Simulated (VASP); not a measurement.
A run of VASP 6.6.1 is set up as follows.

File INCAR:

```
ALGO = Normal
EDIFF = 1E-6
ENCUT = 520
GGA = PS
ISIF = 2
ISMEAR = 0
ISPIN = 2
LASPH = True
LCHARG = False
LMAXMIX = 4
LORBIT = 11
LREAL = False
LWAVE = False
MAGMOM = 0 0.22 0 0 0
NBANDS = 32
NELM = 150
PREC = Accurate
SIGMA = 0.1
```

Contents of KPOINTS:

```
k-points
0
Gamma
  10 10 10
```

File POSCAR:

```
SrVO3
1.0
    3.6923993699      0.0000000000      0.0000000000
    0.0000000000      3.6923993699      0.0000000000
    0.0000000000      0.0000000000      3.6923993699
Sr V O
1 1 3
Direct
    0.5000000000      0.5000000000      0.5000000000
    0.0000000000      0.0000000000      0.0000000000
    0.5000000000      0.0000000000      0.0000000000
    0.0000000000      0.5000000000      0.0000000000
    0.0000000000      0.0000000000      0.5000000000
```

Potentials or basis: VASP PAW PBE potentials, release 64 (Sr_sv, V_sv, O).

The run is started by

```bash
$ cat potpaw_PBE.64/Sr_sv/POTCAR potpaw_PBE.64/V_sv/POTCAR potpaw_PBE.64/O/POTCAR > POTCAR
$ mpirun -np 1 vasp_std > vasp.out
```

(1) Estimate the site moments.

(2) What does it give for the net moment?

(3) Estimate the pressure.

Answers

(1) Sr +0.00; V +0.18; O +0.00 μB.

(2) 0.20 μB per cell.

(3) 24.5 GPa.

Caveat: the cell stands under pressure; the PAW data sets were made with another functional, which shifts forces and pressure a little.
